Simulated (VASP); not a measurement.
# Yb (Fd-3m) in VASP: notebook

The runs below take Yb through single point, with LDA.

All numbers are computed with VASP 6.6.1; they aren't measurements. Logs are shortened: lines on timing, memory, paths and dates and some standing lists are left out, and cuts for length are marked.

## Step 1: The cell of the first run

Symmetry: Fd-3m, No. 227, cubic system. The conventional cell has a = 7.732 Å, b = 7.732 Å, c = 7.732 Å, α = 90.00°, β = 90.00°, γ = 90.00°. Within 4.4 Å of Yb (site symmetry -43m) lie 4 Yb at 3.35 Å.

This isn't the form of Yb at room conditions, which is fcc.

## Step 2: Single point, LDA (57.78 Å³/atom)

File INCAR:

```
SYSTEM = Yb
ALGO     = Normal         ! electronic algorithm
EDIFF    = 1E-7           ! SCF threshold, eV
ENCUT    = 520            ! plane-wave cutoff, eV
GGA      = CA             ! functional
ISIF     = 2              ! what is computed and relaxed
ISMEAR   = -1             ! smearing method
LASPH    = .TRUE.         ! aspherical terms in the spheres
LCHARG   = .TRUE.         ! write CHGCAR
LELF     = .TRUE.         ! ELF
LREAL    = .FALSE.        ! projectors in reciprocal space
LVHAR    = .TRUE.       
LWAVE    = .FALSE.        ! write WAVECAR
NBANDS   = 31             ! bands
NELM     = 80             ! most SCF steps
PREC     = Accurate       ! precision mode
SIGMA    = 0.1            ! smearing width, eV
```

File KPOINTS:

```
k-points
0
G
  8 8 8
  0 0 0
```

File POSCAR:

```
Yb
1.0
    0.0000000000      3.8660720199      3.8660720199
    3.8660720199      0.0000000000      3.8660720199
    3.8660720199      3.8660720199      0.0000000000
Yb
2
Direct
    0.1250000000      0.1250000000      0.1250000000
    0.8750000000      0.8750000000      0.8750000000
```

Potentials or basis: VASP PAW PBE potentials, release 64 (Yb).

On the command line:

```bash
> cat potpaw_PBE.64/Yb/POTCAR > POTCAR
> mpirun -np 1 vasp_std > vasp.out
```

OUTCAR:

```text
SYSTEM = Yb
   EDIFF = 1E-7
   ENCUT = 520
   GGA = CA
   ISIF = 2
   ISMEAR = -1
   LASPH = .TRUE.
   LREAL = .FALSE.
   NELM = 80
   PREC = Accurate

 ion  position               nearest neighbor table
   1  0.125  0.125  0.125-   2 3.35   2 3.35   2 3.35   2 3.35
   2  0.875  0.875  0.875-   1 3.35   1 3.35   1 3.35   1 3.35

  LATTYP: Found a face centered cubic cell.
 ALAT       =     7.7321440398

  Lattice vectors:

 A1 = (   0.0000000000,   3.8660720199,   3.8660720199)
 A2 = (   3.8660720199,   0.0000000000,   3.8660720199)
 A3 = (   3.8660720199,   3.8660720199,   0.0000000000)

Analysis of symmetry for initial positions (statically):
=====================================================================
 Subroutine PRICEL returns:
 Original cell was already a primitive cell.

 Routine SETGRP: Setting up the symmetry group for a
 face centered cubic supercell.

 Subroutine GETGRP returns: Found 48 space group operations
 (whereof 12 operations were pure point group operations)
 out of a pool of 48 trial point group operations.

The static configuration has the point symmetry D_3d.
 The point group associated with its full space group is O_h .

Analysis of symmetry for dynamics (positions and initial velocities):
=====================================================================
 Subroutine PRICEL returns:
 Original cell was already a primitive cell.

 Routine SETGRP: Setting up the symmetry group for a
 face centered cubic supercell.

 Subroutine GETGRP returns: Found 48 space group operations
 (whereof 12 operations were pure point group operations)
 out of a pool of 48 trial point group operations.

The dynamic configuration has the point symmetry D_3d.
 The point group associated with its full space group is O_h .

 Subroutine INISYM returns: Found 48 space group operations
 (whereof 12 operations are pure point group operations),
 and found     1 'primitive' translations

----------------------------------------------------------------------------------------

                                     Primitive cell

  volume of cell :     115.5686

  direct lattice vectors                    reciprocal lattice vectors
     0.000000000  3.866072020  3.866072020    -0.129330234  0.129330234  0.129330234
     3.866072020  0.000000000  3.866072020     0.129330234 -0.129330234  0.129330234
     3.866072020  3.866072020  0.000000000     0.129330234  0.129330234 -0.129330234

  length of vectors
     5.467451484  5.467451484  5.467451484     0.224006537  0.224006537  0.224006537

  position of ions in fractional coordinates (direct lattice)
     0.125000000  0.125000000  0.125000000
     0.875000000  0.875000000  0.875000000

  ion indices of the primitive-cell ions
   primitive index   ion index
                 1           1
                 2           2

----------------------------------------------------------------------------------------

 KPOINTS: k-points

Automatic generation of k-mesh.
 Grid dimensions read from file:
 generate k-points for:    8    8    8

 Generating k-lattice:

  Cartesian coordinates                     Fractional coordinates (reciprocal lattice)
    -0.016166279  0.016166279  0.016166279     0.125000000  0.000000000  0.000000000
     0.016166279 -0.016166279  0.016166279     0.000000000  0.125000000  0.000000000
     0.016166279  0.016166279 -0.016166279     0.000000000  0.000000000  0.125000000

  Length of vectors
     0.028000817  0.028000817  0.028000817

  Shift w.r.t. Gamma in fractional coordinates (k-lattice)
     0.000000000  0.000000000  0.000000000

 Subroutine IBZKPT returns following result:
 ===========================================

 Found     29 irreducible k-points:

 Following reciprocal coordinates:
            Coordinates               Weight
  0.000000  0.000000  0.000000      1.000000
  0.125000  0.000000  0.000000      8.000000
  0.250000  0.000000  0.000000      8.000000
  0.375000  0.000000  0.000000      8.000000
  0.500000  0.000000  0.000000      4.000000
  0.125000  0.125000  0.000000      6.000000
[... 16 lines left out ...]
  0.500000  0.250000  0.125000     48.000000
 -0.375000  0.250000  0.125000     24.000000
 [... further k-points ...]
   k-points           NKPTS =     29   k-points in BZ     NKDIM =     29   number of bands    NBANDS=     31
   number of dos      NEDOS =    301   number of ions     NIONS =      2
   total plane-waves  NPLWV =  74088
   dimension x,y,z NGX =    42 NGY =   42 NGZ =   42
   dimension x,y,z NGXF=    84 NGYF=   84 NGZF=   84
   ions per type =               2
   NGX,Y,Z   is equivalent  to a cutoff of  12.77, 12.77, 12.77 a.u.
   NGXF,Y,Z  is equivalent  to a cutoff of  25.54, 25.54, 25.54 a.u.
 SYSTEM =  Yb
   PREC   = accura    normal or accurate (medium, high low for compatibility)
   ISTART =      0    job   : 0-new  1-cont  2-samecut
   ICHARG =      2    charge: 1-file 2-atom 10-const
   ISPIN  =      1    spin polarized calculation?
   LNONCOLLINEAR =      F non collinear calculations
   LSORBIT =      F    spin-orbit coupling
   LASPH  =      T    aspherical Exc in radial PAW
   ENCUT  =  520.0 eV  38.22 Ry    6.18 a.u.  10.17 10.17 10.17*2*pi/ulx,y,z
   NELM   =     80;   NELMIN=  2; NELMDL= -5     # of ELM steps
   EDIFF  = 0.1E-06   stopping-criterion for ELM
   LREAL  =      F    real-space projection
   EDIFFG = 0.1E-05   stopping-criterion for IOM
   NSW    =      0    number of steps for IOM
   IBRION =     -1    ionic relax: 0-MD 1-quasi-New 2-CG
   NFREE  =      0    steps in history (QN), initial steepest desc. (CG)
   ISIF   =      2    stress and relaxation
   ISYM   =      2    0-nonsym 1-usesym 2-fastsym
   POTIM  = 0.5000    time-step for ionic-motion
   TEBEG  =    0.0;   TEEND  =   0.0 temperature during run
   PSTRESS=    0.0 pullay stress
   NELECT =      48.0000    total number of electrons
   NUPDOWN=      -1.0000    fix difference up-down
   EMIN   =  10.00;   EMAX   =-10.00  energy-range for DOS
   EFERMI =   0.00;   METHOD = LEGACY
   ISMEAR =    -1;   SIGMA  =   0.10  broadening in eV -4-tet -1-fermi 0-gaus
   EFERMI_NEDOS =   21; number of points for ismear=-14 and -15
   IALGO  =     38    algorithm
   IMIX   =      4    mixing-type and parameters
     AMIX     =   0.40;   BMIX     =  1.00
     AMIX_MAG =   1.60;   BMIX_MAG =  1.00
  volume/ion in A,a.u.               =      57.78       389.95
  Fermi-wavevector in a.u.,A,eV,Ry     =   1.221449  2.308204 20.299041  1.491937
  Thomas-Fermi vector in A             =   2.356631
   LORBIT       =      0    0 simple, 1 ext, 2 COOP (PROOUT), +10 PAW based schemes
   GGA     = CA    functional components
   LHFCALC =     F    Hartree Fock is set to
   AEXX    =    0.0000 exact exchange contribution
   IVDW    =     0    specifies the selected vdW correction
   LEPSILON=     F    determine dielectric tensor
   LRPA    =     F    only Hartree local field effects (RPA)
 non-spin polarized calculation
  energy-cutoff  :      520.00
  volume of cell :      115.57
 maximum number of plane-waves:      3138
 NGX is ok and might be reduce to    42
   NGX = 21   NGY = 21   NGZ = 21

 number of electron      47.9999988 magnetization

 Free energy of the ion-electron system (eV)
  ---------------------------------------------------
  ext. energy  EPLUGINS =         0.00000000
  ---------------------------------------------------
  free energy    TOTEN  =        -5.52460153 eV

  energy without entropy =       -5.35580519  energy(sigma->0) =       -5.44020336

 E-fermi :  -0.2410     XC(G=0):  -7.6419

 val. band max:       -0.2699937812   @ k =   0.5000   0.5000   0.0000
 cond. band min:      -0.1689954990   @ k =   0.3750   0.3750   0.0000
 fundamental gap:      0.1009982822
 Fermi energy:        -0.2409908542

 k-point     1 :       0.0000    0.0000    0.0000
  band No.  band energies     occupation
      1     -52.1528      2.00000
      2     -52.1075      2.00000
      3     -24.8413      2.00000
      4     -24.8413      2.00000
      5     -24.8413      2.00000
      6     -24.5939      2.00000
[... 23 lines left out ...]
     30       1.9265      0.00000
     31       1.9265      0.00000

 k-point     2 :       0.1250    0.0000    0.0000
  band No.  band energies     occupation
      1     -52.1515      2.00000
      2     -52.1088      2.00000
      3     -24.8453      2.00000
      4     -24.8453      2.00000
      5     -24.8401      2.00000
      6     -24.5959      2.00000
[... 23 lines left out ...]
     30       1.9311      0.00000
     31       1.9311      0.00000

 k-point     3 :       0.2500    0.0000    0.0000
  band No.  band energies     occupation
      1     -52.1481      2.00000
      2     -52.1123      2.00000
      3     -24.8545      2.00000
      4     -24.8545      2.00000
      5     -24.8372      2.00000
      6     -24.6007      2.00000
[... 23 lines left out ...]
     30       2.0460      0.00000
     31       2.0460      0.00000

 k-point     4 :       0.3750    0.0000    0.0000
  band No.  band energies     occupation
      1     -52.1438      2.00000
      2     -52.1166      2.00000
      3     -24.8631      2.00000
      4     -24.8631      2.00000
      5     -24.8343      2.00000
      6     -24.6055      2.00000
[... 23 lines left out ...]
     30       2.3704      0.00000
     31       2.3704      0.00000

 k-point     5 :       0.5000    0.0000    0.0000
  band No.  band energies     occupation
      1     -52.1415      2.00000
      2     -52.1189      2.00000
      3     -24.8665      2.00000
      4     -24.8665      2.00000
      5     -24.8331      2.00000
      6     -24.6075      2.00000
[... 23 lines left out ...]
     30       2.5939      0.00000
     31       2.5939      0.00000
[... 542 lines left out ...]
     30       1.9989      0.00000
     31       2.6116      0.00000

 k-point    22 :       0.3750    0.2500    0.1250
  band No.  band energies     occupation
      1     -52.1450      2.00000
      2     -52.1154      2.00000
      3     -24.8746      2.00000
      4     -24.8650      2.00000
      5     -24.8094      2.00000
      6     -24.6294      2.00000
[... 23 lines left out ...]
     30       1.9496      0.00000
     31       2.1773      0.00000

 k-point    23 :       0.5000    0.2500    0.1250
  band No.  band energies     occupation
      1     -52.1407      2.00000
      2     -52.1197      2.00000
      3     -24.8856      2.00000
      4     -24.8726      2.00000
      5     -24.7942      2.00000
      6     -24.6454      2.00000
[... 23 lines left out ...]
     30       2.1100      0.00000
     31       2.6091      0.00000

 k-point    24 :      -0.3750    0.2500    0.1250
  band No.  band energies     occupation
      1     -52.1382      2.00000
      2     -52.1222      2.00000
      3     -24.8894      2.00000
      4     -24.8761      2.00000
      5     -24.7871      2.00000
      6     -24.6529      2.00000
[... 23 lines left out ...]
     30       2.3300      0.00000
     31       2.7061      0.00000

 [... further k-points ...]
[... 5 lines left out ...]
  --------------------------------------------------------------------------------------
  -------------------------------------------------------------------------------------
  Total        0.2097269      0.2097269      0.2097269     -0.0000000      0.0000000      0.0000000
  in kB        2.9075349      2.9075349      2.9075349     -0.0000000      0.0000000      0.0000000
  external PRESSURE =       2.9075349 kB  Pullay stress =       0.0000000 kB

 VOLUME and BASIS-vectors are now :
 -----------------------------------------------------------------------------
  energy-cutoff  :      520.00
  volume of cell :      115.57
      direct lattice vectors                 reciprocal lattice vectors
     0.000000000  3.866072020  3.866072020    -0.129330234  0.129330234  0.129330234
     3.866072020  0.000000000  3.866072020     0.129330234 -0.129330234  0.129330234
     3.866072020  3.866072020  0.000000000     0.129330234  0.129330234 -0.129330234

 POSITION                                       TOTAL-FORCE (eV/Angst)
 -----------------------------------------------------------------------------------
      0.96652      0.96652      0.96652         0.000000     -0.000000      0.000000
      6.76563      6.76563      6.76563        -0.000000      0.000000     -0.000000
 -----------------------------------------------------------------------------------
    total drift:                                0.000000      0.000000      0.000000

  FREE ENERGIE OF THE ION-ELECTRON SYSTEM (eV)
  ---------------------------------------------------
  free  energy   TOTEN  =        -5.5246015301 eV

  energy  without entropy=       -5.3558051925  energy(sigma->0) =       -5.44020336
```

Run time: 1.9 min. Hardware: 1 thread of AMD EPYC 9R45 (Zen 5), shared host; peak memory 0.24 GiB.

Results:

| Property | Result |
| --- | --- |
| Free energy | -5.5246 eV |
| Pressure | 0.3 GPa |
| Band gap on the k mesh | zero (bands 24 and 25 overlap by 1.25 eV) |

Caveat: the PAW data sets were made with another functional, which shifts forces and pressure a little; spin-orbit coupling is left out, which moves the levels of the heavy elements.

[end of part 1 of 2]

The gap in the log of VASP goes by the Fermi energy; the results here count the filled bands.